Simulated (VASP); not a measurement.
# Pt (Fm-3m) in VASP: a series of runs, part 2 of 2

VASP 6.6.1. The steps go on from the part before.

## Step 3: Single point, PBEsol (Hf replaced by Pt, lengths x 0.866, strained)

File INCAR:

```
PREC = Accurate
ENCUT = 520
EDIFF = 1E-7
ISMEAR = 0
SIGMA = 0.1
LREAL = False
LASPH = True
NELM = 60
ALGO = Normal
ISIF = 2
LWAVE = False
LCHARG = False
GGA = PS
NBANDS = 11
```

File KPOINTS:

```
Automatic mesh
0
Gamma
  20 20 20
```

File POSCAR:

```
Pt
1.0
    0.0000000000      1.8565169897      1.8565169897
    1.8565169897      0.0000000000      1.8565169897
    1.8565169897      1.8565169897      0.0000000000
Pt
1
Direct
    0.0000000000      0.0000000000      0.0000000000
```

Potentials or basis: VASP PAW PBE potentials, release 64 (Pt).

Run with:

```bash
$ cat potpaw_PBE.64/Pt/POTCAR > POTCAR
$ mpirun -np 1 vasp_std > vasp.out
```

OUTCAR:

```text
PREC = Accurate
   ENCUT = 520
   EDIFF = 1E-7
   ISMEAR = 0
   LREAL = False
   LASPH = True
   NELM = 60
   ISIF = 2
   GGA = PS

 ion  position               nearest neighbor table
   1  0.000  0.000  0.000-

  LATTYP: Found a face centered cubic cell.
 ALAT       =     3.7130339794

  Lattice vectors:

 A1 = (   0.0000000000,   1.8565169897,   1.8565169897)
 A2 = (   1.8565169897,   0.0000000000,   1.8565169897)
 A3 = (   1.8565169897,   1.8565169897,   0.0000000000)

Analysis of symmetry for initial positions (statically):
=====================================================================
 Subroutine PRICEL returns:
 Original cell was already a primitive cell.

 Routine SETGRP: Setting up the symmetry group for a
 face centered cubic supercell.

 Subroutine GETGRP returns: Found 48 space group operations
 (whereof 48 operations were pure point group operations)
 out of a pool of 48 trial point group operations.

The static configuration has the point symmetry O_h .

Analysis of symmetry for dynamics (positions and initial velocities):
=====================================================================
 Subroutine PRICEL returns:
 Original cell was already a primitive cell.

 Routine SETGRP: Setting up the symmetry group for a
 face centered cubic supercell.

 Subroutine GETGRP returns: Found 48 space group operations
 (whereof 48 operations were pure point group operations)
 out of a pool of 48 trial point group operations.

The dynamic configuration has the point symmetry O_h .

 Subroutine INISYM returns: Found 48 space group operations
 (whereof 48 operations are pure point group operations),
 and found     1 'primitive' translations

----------------------------------------------------------------------------------------

                                     Primitive cell

  volume of cell :      12.7975

  direct lattice vectors                    reciprocal lattice vectors
     0.000000000  1.856516990  1.856516990    -0.269321532  0.269321532  0.269321532
     1.856516990  0.000000000  1.856516990     0.269321532 -0.269321532  0.269321532
     1.856516990  1.856516990  0.000000000     0.269321532  0.269321532 -0.269321532

  length of vectors
     2.625511506  2.625511506  2.625511506     0.466478577  0.466478577  0.466478577

  position of ions in fractional coordinates (direct lattice)
     0.000000000  0.000000000  0.000000000

  ion indices of the primitive-cell ions
   primitive index   ion index
                 1           1

----------------------------------------------------------------------------------------

 KPOINTS: Automatic mesh

Automatic generation of k-mesh.
 Grid dimensions read from file:
 generate k-points for:   20   20   20

 Generating k-lattice:

  Cartesian coordinates                     Fractional coordinates (reciprocal lattice)
    -0.013466077  0.013466077  0.013466077     0.050000000  0.000000000  0.000000000
     0.013466077 -0.013466077  0.013466077     0.000000000  0.050000000  0.000000000
     0.013466077  0.013466077 -0.013466077     0.000000000  0.000000000  0.050000000

  Length of vectors
     0.023323929  0.023323929  0.023323929

  Shift w.r.t. Gamma in fractional coordinates (k-lattice)
     0.000000000  0.000000000  0.000000000

 Subroutine IBZKPT returns following result:
 ===========================================

 Found    256 irreducible k-points:

 Following reciprocal coordinates:
            Coordinates               Weight
  0.000000  0.000000  0.000000      1.000000
  0.050000  0.000000  0.000000      8.000000
  0.100000  0.000000  0.000000      8.000000
  0.150000  0.000000  0.000000      8.000000
  0.200000  0.000000  0.000000      8.000000
  0.250000  0.000000  0.000000      8.000000
[... 16 lines left out ...]
 -0.400000  0.050000  0.000000     24.000000
 -0.350000  0.050000  0.000000     24.000000
 [... further k-points ...]
   k-points           NKPTS =    256   k-points in BZ     NKDIM =    256   number of bands    NBANDS=     11
   number of dos      NEDOS =    301   number of ions     NIONS =      1
   total plane-waves  NPLWV =   8000
   dimension x,y,z NGX =    20 NGY =   20 NGZ =   20
   dimension x,y,z NGXF=    40 NGYF=   40 NGZF=   40
   ions per type =               1
   NGX,Y,Z   is equivalent  to a cutoff of  12.66, 12.66, 12.66 a.u.
   NGXF,Y,Z  is equivalent  to a cutoff of  25.33, 25.33, 25.33 a.u.
 SYSTEM =  unknown system
   PREC   = accura    normal or accurate (medium, high low for compatibility)
   ISTART =      0    job   : 0-new  1-cont  2-samecut
   ICHARG =      2    charge: 1-file 2-atom 10-const
   ISPIN  =      1    spin polarized calculation?
   LNONCOLLINEAR =      F non collinear calculations
   LSORBIT =      F    spin-orbit coupling
   LASPH  =      T    aspherical Exc in radial PAW
   ENCUT  =  520.0 eV  38.22 Ry    6.18 a.u.   4.88  4.88  4.88*2*pi/ulx,y,z
   NELM   =     60;   NELMIN=  2; NELMDL= -5     # of ELM steps
   EDIFF  = 0.1E-06   stopping-criterion for ELM
   LREAL  =      F    real-space projection
   EDIFFG = 0.1E-05   stopping-criterion for IOM
   NSW    =      0    number of steps for IOM
   IBRION =     -1    ionic relax: 0-MD 1-quasi-New 2-CG
   NFREE  =      0    steps in history (QN), initial steepest desc. (CG)
   ISIF   =      2    stress and relaxation
   ISYM   =      2    0-nonsym 1-usesym 2-fastsym
   POTIM  = 0.5000    time-step for ionic-motion
   TEBEG  =    0.0;   TEEND  =   0.0 temperature during run
   PSTRESS=    0.0 pullay stress
   NELECT =      10.0000    total number of electrons
   NUPDOWN=      -1.0000    fix difference up-down
   EMIN   =  10.00;   EMAX   =-10.00  energy-range for DOS
   EFERMI =   0.00;   METHOD = LEGACY
   ISMEAR =     0;   SIGMA  =   0.10  broadening in eV -4-tet -1-fermi 0-gaus
   EFERMI_NEDOS =   21; number of points for ismear=-14 and -15
   IALGO  =     38    algorithm
   IMIX   =      4    mixing-type and parameters
     AMIX     =   0.40;   BMIX     =  1.00
     AMIX_MAG =   1.60;   BMIX_MAG =  1.00
  volume/ion in A,a.u.               =      12.80        86.36
  Fermi-wavevector in a.u.,A,eV,Ry     =   1.507877  2.849474 30.935470  2.273693
  Thomas-Fermi vector in A             =   2.618405
   LORBIT       =      0    0 simple, 1 ext, 2 COOP (PROOUT), +10 PAW based schemes
   GGA     = PS    functional components
   LHFCALC =     F    Hartree Fock is set to
   AEXX    =    0.0000 exact exchange contribution
   IVDW    =     0    specifies the selected vdW correction
   LEPSILON=     F    determine dielectric tensor
   LRPA    =     F    only Hartree local field effects (RPA)
 non-spin polarized calculation
 Gauss-broadening in eV      SIGMA  =   0.10
  energy-cutoff  :      520.00
  volume of cell :       12.80
 maximum number of plane-waves:       360
   NGX =  9   NGY =  9   NGZ =  9

 number of electron      10.0000000 magnetization

 Free energy of the ion-electron system (eV)
  ---------------------------------------------------
  ext. energy  EPLUGINS =         0.00000000
  ---------------------------------------------------
  free energy    TOTEN  =        -6.55193890 eV

  energy without entropy =       -6.54555847  energy(sigma->0) =       -6.54874868

 E-fermi :  14.5888     XC(G=0): -14.6150

 val. band max:       14.5816121628   @ k =   0.4500   0.0500   0.0000
 cond. band min:      14.5896931131   @ k =   0.4000   0.1500   0.0000
 fundamental gap:      0.0080809503
 Fermi energy:        14.5887779498

 k-point     1 :       0.0000    0.0000    0.0000
  band No.  band energies     occupation
      1       2.2739      2.00000
      2       9.6087      2.00000
      3       9.6087      2.00000
      4       9.6087      2.00000
      5      12.4555      2.00000
      6      12.4555      2.00000
      7      28.5366      0.00000
      8      34.4609      0.00000
      9      34.4609      0.00000
     10      34.4609      0.00000
     11      40.3887      0.00000

 k-point     2 :       0.0500    0.0000    0.0000
  band No.  band energies     occupation
      1       2.3937      2.00000
      2       9.5457      2.00000
      3       9.6603      2.00000
      4       9.6603      2.00000
      5      12.4213      2.00000
      6      12.4213      2.00000
      7      28.7453      0.00000
      8      33.8829      0.00000
      9      34.6627      0.00000
     10      34.6627      0.00000
     11      41.0992      0.00000
[... 295 lines left out ...]
 k-point    24 :      -0.3500    0.0500    0.0000
  band No.  band energies     occupation
      1       5.3899      2.00000
      2       9.6806      2.00000
      3       9.7946      2.00000
      4      10.7439      2.00000
      5      13.5298      2.00000
      6      14.3881      1.99546
      7      24.9016      0.00000
      8      29.5096      0.00000
      9      35.6011      0.00000
     10      37.2493      0.00000
     11      41.4846      0.00000

 [... further k-points ...]
[... 5 lines left out ...]
  --------------------------------------------------------------------------------------
  -------------------------------------------------------------------------------------
  Total        5.6644876      5.6644876      5.6644876      0.0000000      0.0000000     -0.0000000
  in kB      709.1603346    709.1603346    709.1603346      0.0000000      0.0000000     -0.0000000
  external PRESSURE =     709.1603346 kB  Pullay stress =       0.0000000 kB

 VOLUME and BASIS-vectors are now :
 -----------------------------------------------------------------------------
  energy-cutoff  :      520.00
  volume of cell :       12.80
      direct lattice vectors                 reciprocal lattice vectors
     0.000000000  1.856516990  1.856516990    -0.269321532  0.269321532  0.269321532
     1.856516990  0.000000000  1.856516990     0.269321532 -0.269321532  0.269321532
     1.856516990  1.856516990  0.000000000     0.269321532  0.269321532 -0.269321532

 POSITION                                       TOTAL-FORCE (eV/Angst)
 -----------------------------------------------------------------------------------
      0.00000      0.00000      0.00000         0.000000      0.000000     -0.000000
 -----------------------------------------------------------------------------------
    total drift:                                0.000000     -0.000000     -0.000000

  FREE ENERGIE OF THE ION-ELECTRON SYSTEM (eV)
  ---------------------------------------------------
  free  energy   TOTEN  =        -6.5519389011 eV

  energy  without entropy=       -6.5455584659  energy(sigma->0) =       -6.54874868
```

OSZICAR:

```text
N       E                     dE             d eps       ncg     rms          rms(c)
DAV:   1     0.409663990483E+02    0.40966E+02   -0.54784E+03  5680   0.863E+02
DAV:   2    -0.636925127147E+01   -0.47336E+02   -0.45625E+02  6493   0.186E+02
DAV:   3    -0.695888659857E+01   -0.58964E+00   -0.58690E+00  6657   0.197E+01
DAV:   4    -0.696091430998E+01   -0.20277E-02   -0.20276E-02  6610   0.135E+00
DAV:   5    -0.696092756645E+01   -0.13256E-04   -0.13255E-04  6685   0.985E-02    0.216E+01
DAV:   6    -0.662653958017E+01    0.33439E+00   -0.54154E-01  6268   0.618E+00    0.115E+01
DAV:   7    -0.655738295482E+01    0.69157E-01   -0.20132E-01  6607   0.365E+00    0.255E+00
DAV:   8    -0.655207901904E+01    0.53039E-02   -0.11861E-02  6213   0.103E+00    0.547E-01
DAV:   9    -0.655193282638E+01    0.14619E-03   -0.12491E-04  6631   0.110E-01    0.145E-02
DAV:  10    -0.655193873049E+01   -0.59041E-05   -0.35774E-06  7357   0.125E-02    0.419E-03
DAV:  11    -0.655193887842E+01   -0.14793E-06   -0.60958E-08  5606   0.240E-03    0.104E-03
DAV:  12    -0.655193890107E+01   -0.22654E-07   -0.40578E-09  3476   0.440E-04
   1 F= -.65519389E+01 E0= -.65487487E+01  d E =-.638044E-02
```

Run time: 17 s. Hardware: 1 thread of Intel Xeon Platinum 8488C (Sapphire Rapids), shared host; peak memory 0.15 GiB.

Results:

| Item | Value |
| --- | --- |
| Free energy | -6.5519 eV |
| Pressure | 70.9 GPa |
| Band gap on the k mesh | zero (band 5 reaches 15.28 eV, above the bottom of band 6 at 12.28 eV) |

Levels at points of the mesh, in eV from the Fermi level:
```tsv
k point	band 3	band 4	band 5	band 6	band 7	band 8
(0.00, 0.00, 0.00)	-4.98	-4.98	-2.13	-2.13	13.95	19.87
(0.50, 0.00, 0.00)	-5.08	-1.26	0.07	0.07	7.20	13.57
(0.50, 0.50, 0.00)	0.05	0.68	0.68	1.39	10.80	11.81
```

Caveat: the cell differs from its parent crystal (Hf replaced by Pt, lengths x 0.866, strained); the PAW data sets were made with another functional, which shifts forces and pressure a little; spin-orbit coupling is left out, which moves the levels of the heavy elements.
